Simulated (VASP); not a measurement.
Wanted: the native input for a VASP 6.6.1 run.

```
Task                   : single point
Functional             : LDA
Potentials or basis    : VASP PAW LDA potentials, release 64 (Hf_pv, N)
Cutoff                 : 520 eV
k mesh                 : 10 × 10 × 10
Occupations            : fermi-dirac, width 0.05 eV
Spin                   : no spin polarisation
Dipole correction      : no
Further INCAR settings : ALGO = Normal; EDIFF = 1e-07; NBANDS = 14
```

The structure of HfN lies in POSCAR:

```
HfN
1.0
    0.0000000000      2.4383461881      2.4383461881
    2.4383461881      0.0000000000      2.4383461881
    2.4383461881      2.4383461881      0.0000000000
Hf N
1 1
Direct
    0.0000000000      0.0000000000      0.0000000000
    0.7500000000      0.7500000000      0.7500000000
```

The input as run:

INCAR

```
SYSTEM = HfN
PREC = Accurate ; ENCUT = 520
EDIFF = 1E-7 ; ISMEAR = -1
SIGMA = 0.05 ; LREAL = .FALSE.
LASPH = .TRUE. ; NELM = 100
ALGO = Normal ; ISIF = 2
LWAVE = .FALSE. ; LCHARG = .FALSE.
NBANDS = 14
```

KPOINTS

```
regular mesh
0
G
  10 10 10
  0 0 0
```

Potentials or basis: VASP PAW LDA potentials, release 64 (Hf_pv, N).

Run with:

```sh
$ cat potpaw_LDA.64/Hf_pv/POTCAR potpaw_LDA.64/N/POTCAR > POTCAR
$ mpirun -np 1 vasp_std > vasp.out
```

Results of the run:

```
Pressure : -6.2 GPa
```

It took 36 s on 1 thread of AMD EPYC 7R43 64-Core Processor (Zen 3) (shared host), peak memory 0.12 GiB.
